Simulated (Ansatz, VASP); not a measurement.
## Re: VASP beside Ansatz

The input INCAR:

```
PREC = Accurate
ENCUT = 500
EDIFF = 1E-6
ISMEAR = -1
SIGMA = 0.1
LREAL = F
LASPH = T
NELM = 120
ALGO = Normal
ISIF = 2
LWAVE = F
LCHARG = F
GGA = RE
NBANDS = 30
GGA_COMPAT = F
```

KPOINTS

```
Automatic mesh
0
Gamma
  9 9 13
```

File POSCAR:

```
Re
1.0
    4.4491468304      0.0000000000      0.0000000000
   -2.2245734152      3.8530741803      0.0000000000
    0.0000000000      0.0000000000      2.7881912740
Re
3
Direct
    0.0000000000      0.0000000000      1.0000000000
    0.3333333333      0.6666666667      0.5000000000
    0.6666666667      0.3333333333      0.5000000000
```

Input for Ansatz:

```yaml
crystal:
  lattice:
    - [4.4491468304, 0.0, 0.0]
    - [-2.2245734152, 3.8530741803, 0.0]
    - [0.0, 0.0, 2.788191274]
  atoms:
    - { symbol: Re, position: [0.0, 0.0, 1.0] }
    - { symbol: Re, position: [0.3333333333, 0.6666666667, 0.5] }
    - { symbol: Re, position: [0.6666666667, 0.3333333333, 0.5] }
hamiltonian:
  xc: revpbe
  pseudopotentials:
    kind: paw
    azcp:
      Re: "pseudopotentials/Re.paw.azcp"
basis:
  ecutwfc: 420
  fft_grid_basis: typed
kpoints:
  mp_grid: { grid: [9, 9, 13], shift: [0, 0, 0] }
magnetization:
  spin_polarized: false
scf:
  occupations: { method: fermi_dirac, width: 0.1 }
  lower_state_search: "off"
output:
  stress: true
```

Alike in both runs: task single point; functional revPBE; k mesh 9 × 9 × 13; occupations fermi-dirac, width 0.1 eV; no spin polarisation.

```csv
,VASP,Ansatz
version,VASP 6.6.1,Ansatz 0.2.0
potentials or method,"VASP PAW PBE potentials, release 64 (Re_sv_GW), cutoff 500 eV","plane waves (420 eV) with PAW, scalar-relativistic"
valence electrons in the cell,45,45
```

```tsv
	VASP	Ansatz	Ansatz less VASP
pressure (GPa)	-14.7	-12.2	+2.55
traceless stress, the component that is largest in VASP (GPa)	0.36	0.38	+0.025
```

VASP's potentials were made for PBE, not for revPBE. The functional is the same, so the differences come from potentials, cutoffs and numerics.

Spin-orbit coupling is off throughout.
